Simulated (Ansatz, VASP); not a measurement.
One calculation of WC, two programs

```xyz
2
Lattice="2.9261 0.0000 0.0000 -1.4630 2.5340 0.0000 0.0000 0.0000 2.8417" Properties=species:S:1:pos:R:3 pbc="T T T"
W     0.0000    0.0000    0.0000
C     1.4630    0.8447    1.4208
```

Alike in both runs: task relaxation of cell and atoms; functional PBE; k mesh 24 × 24 × 20; occupations gaussian, width 0.1 eV; no spin polarisation.

```csv
,VASP,Ansatz
version,VASP 6.6.1,Ansatz 0.2.0
potentials or method,"VASP PAW PBE potentials, release 64 (W_sv, C), cutoff 600 eV","scalar-relativistic, plane waves, PAW"
valence electrons in the cell,18,18
```

```csv
,VASP,Ansatz,Ansatz less VASP
"gap on the k mesh at the Fermi level, each at its own relaxed structure (eV)",none,none,-
relaxed volume (Å³/atom),10.55,10.53,-0.026
relaxed cell length with the largest relative difference (Å),2.849,2.847,-0.0028
```

A gap of «none» marks a metal or a gap that the smearing closes.

Spin-orbit coupling is off throughout.
